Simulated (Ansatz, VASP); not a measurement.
**TiAl: VASP beside Ansatz**

```
Ti Al
1.0
     3.15643    0.00000    0.00000
     0.00000    3.15643    0.00000
     0.00000    0.00000    3.15643
Ti Al
1 1
Direct
  0.50000 0.50000 0.50000
  0.00000 0.00000 0.00000
```

Alike in both runs: functional PBEsol; k mesh 14 × 14 × 14; occupations gaussian, width 0.1 eV; no spin polarisation.

Ansatz relaxed the structure, and its values are those at the end. VASP's run is a single point on that final structure, the one shown.

|  | VASP | Ansatz |
| --- | --- | --- |
| version | VASP 6.6.1 | Ansatz 0.2.0 |
| potentials or method | VASP PAW PBE potentials, release 64 (Ti_sv, Al), cutoff 520 eV | scalar-relativistic, plane waves, PAW |
| valence electrons in the cell | 15 | 15 |

VASP gave:

* gap on the k mesh at the Fermi level (eV): none
* pressure (GPa): -0.1

Q: What did Ansatz give for the same quantities?

A: gap on the k mesh at the Fermi level (eV): none; pressure (GPa): 0.0.

VASP's potentials were made for PBE, not for PBEsol. A gap of «none» marks a metal or a gap that the smearing closes.
